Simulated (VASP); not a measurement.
Here is a VASP 6.6.1 calculation.

The input INCAR:

```
SYSTEM = AlN
PREC = Accurate
ENCUT = 520
EDIFF = 1E-7
ISMEAR = 0
SIGMA = 0.02
LREAL = .FALSE.
LASPH = .TRUE.
NELM = 100
ALGO = Normal
ISIF = 2
LWAVE = .FALSE.
LCHARG = .FALSE.
GGA = PE
ISYM = 0
NBANDS = 16
```

The input KPOINTS:

```
Automatic mesh
0
G
  8 5 10
  0 0 0
```

The input POSCAR:

```
AlN
1.0
    3.2183708026      0.0000000000     -0.0000060069
    0.0000000000      5.2431683762      0.0000000000
   -1.6091902480      0.0000000000      2.6597774206
Al N
2 2
Direct
    0.3322607204      0.5019558649      0.6645212897
    0.6677392796      1.0019558649      0.3354787103
    0.3289689971      0.8780441351      0.6579367917
    0.6710310029      0.3780441351      0.3420632083
```

Potentials or basis: VASP PAW PBE potentials, release 64 (Al, N).

Run with:

```bash
$ cat potpaw_PBE.64/Al/POTCAR potpaw_PBE.64/N/POTCAR > POTCAR
$ mpirun -np 1 vasp_std > vasp.out
```

Q: Predict the band gap on the k mesh.

A: 3.46 eV, direct.

Q: Predict the pressure.

A: -9.2 GPa.

Stress tensor (GPa, compression positive):
```
-11.07   0.00   0.00
  0.00 -16.19   0.00
  0.00   0.00  -0.20
```
